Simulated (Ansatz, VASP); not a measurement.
**One calculation of SrTiO3, two programs**

File INCAR:

```
ALGO = Normal ; EDIFF = 1E-6
ENCUT = 520 ; GGA = PE
ISIF = 2 ; ISMEAR = -1
LASPH = T ; LCHARG = T
LELF = T ; LREAL = F
LVHAR = T ; LWAVE = F
NBANDS = 28 ; NELM = 60
PREC = Accurate ; SIGMA = 0.05
```

KPOINTS

```
k-points
0
Gamma
  7 7 7
```

Contents of POSCAR:

```
SrTiO3
1.0
    3.9050000000     -0.0585750000     -0.0585750000
   -0.0585750000      3.9050000000     -0.0585750000
   -0.0585750000     -0.0585750000      3.9050000000
Sr Ti O
1 1 3
Direct
    0.0000000000      0.0000000000      0.0000000000
    0.5000000000      0.5000000000      0.5000000000
    0.0000000000      0.5000000000      0.5000000000
    0.5000000000      0.0000000000      0.5000000000
    0.5000000000      0.5000000000      0.0000000000
```

Input for Ansatz:

```yaml
crystal:
  lattice:
    - [3.905, -0.058575, -0.058575]
    - [-0.058575, 3.905, -0.058575]
    - [-0.058575, -0.058575, 3.905]
  atoms:
    - { symbol: Sr, position: [0.0, 0.0, 0.0] }
    - { symbol: Ti, position: [0.5, 0.5, 0.5] }
    - { symbol: O, position: [0.0, 0.5, 0.5] }
    - { symbol: O, position: [0.5, 0.0, 0.5] }
    - { symbol: O, position: [0.5, 0.5, 0.0] }
kpoints:
  mp_grid: { grid: [7, 7, 7] }
  band_path:
    path:
      - [0.0, 0.0, 0.0]
      - [0.5, 0.0, 0.0]
      - [0.5, -0.5, 0.5]
      - [0.4710985464, -0.5289014536, 0.4710985464]
      - [0.4710985464, 0.4710985464, 0.4710985464]
      - [0.0, 0.0, 0.0]
      - [0.5, -0.5, 0.0]
    npoints: 5
scf:
  occupations: { method: fermi_dirac, width: 0.05 }
hamiltonian:
  xc: pbe
  pseudopotentials: { kind: all_electron, lapw: { basis_error: 0.001 } }
output:
  forces: true
  stress: true
  eigenvalues: true
```

Change from the starting cell: equal xy, yz and zx shear strains of -3 %.

Alike in both runs: task single point; functional PBE; k mesh 7 × 7 × 7; occupations fermi-dirac, width 0.05 eV; no spin polarisation.

|  | VASP | Ansatz |
| --- | --- | --- |
| version | VASP 6.6.1 | Ansatz 0.2.0 |
| potentials or method | VASP PAW PBE potentials, release 64 (Sr_sv, Ti_sv, O), cutoff 520 eV | all-electron LAPW, scalar-relativistic |

```csv
,VASP,Ansatz,Ansatz less VASP
pressure (GPa),5.2,4.5,-0.70
"traceless stress, the component that is largest in VASP (GPa)",3.50,3.48,-0.012
```

Ansatz ran all-electron here, and VASP with PAW potentials.
